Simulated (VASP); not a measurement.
# Al9H: single point with PBE

The system is Al9H, a slab with vacuum.

```xyz
20
Lattice="5.7071 0.0000 0.0000 -1.4268 9.7015 0.0000 0.0000 0.0000 22.7904" Properties=species:S:1:pos:R:3 pbc="T T T"
Al    1.4268    0.6295    4.0000
Al    4.2803    0.6295    4.0000
Al    1.4268    3.3172    4.9957
Al    4.2803    3.3172    4.9957
Al    0.0000    5.7950    5.1949
Al    2.8535    5.7950    5.1949
Al    1.4268    8.2728    5.3940
Al    4.2803    8.2728    5.3940
Al    0.0003    1.2390    6.4001
Al    2.8538    1.2390    6.4001
Al   -0.0072    3.9216    7.5233
Al    2.8463    3.9216    7.5233
Al    1.4238    6.3997    7.6799
Al    4.2774    6.3997    7.6799
Al   -0.0083    8.8388    7.8610
Al    2.8452    8.8388    7.8610
Al    1.4319    1.7599    8.7904
Al    4.2854    1.7599    8.7904
H     2.9087    3.7486   11.3904
H     2.7996    4.4906   11.3904
```

| Property | Result |
| --- | --- |
| Program | VASP 6.6.1 |
| Task | single point |
| Functional | PBE |
| Potentials or basis | VASP PAW PBE potentials, release 64 (Al, H) |
| Cutoff | 520 eV |
| k mesh | 5 × 3 × 1 |
| Occupations | gaussian, width 0.1 eV |
| Spin | no spin polarisation |
| Dipole correction | yes |
| Further INCAR settings | LREAL = Auto; ALGO = Normal; EDIFF = 1e-06; NBANDS = 44 |

```
Largest force          : 0.156 eV/Å
Band gap on the k mesh : zero (bands 28 and 29 overlap by 0.73 eV)
```

Forces on the atoms (eV/Å):
```
Al  -0.006  0.152  0.031
Al  -0.007  0.152  0.031
Al   0.010  0.035  0.064
Al   0.001  0.036  0.063
Al   0.000 -0.076  0.031
Al  -0.002 -0.078  0.029
Al   0.002 -0.098 -0.121
Al   0.003 -0.098 -0.119
Al   0.000  0.008 -0.002
Al   0.000  0.008 -0.007
Al   0.005 -0.012  0.002
Al   0.003 -0.014 -0.008
Al  -0.004 -0.012 -0.003
Al  -0.005 -0.012 -0.003
Al  -0.002  0.002  0.000
Al  -0.003  0.003  0.000
Al   0.003 -0.009 -0.005
Al   0.002 -0.011 -0.006
H    0.005 -0.028  0.001
H   -0.004  0.052  0.021
```

Levels at points of the mesh, in eV from the Fermi level:
```tsv
k point	band 24	band 25	band 26	band 27	band 28	band 29	band 30	band 31	band 32	band 33
(0.00, 0.00, 0.00)	-1.49	-1.12	-1.08	-0.94	-0.62	-0.58	-0.27	0.11	0.92	1.25
```

Run time: 32 min on 1 thread of Intel Xeon 8259CL, with other jobs on the host, peak memory 1.2 GiB.
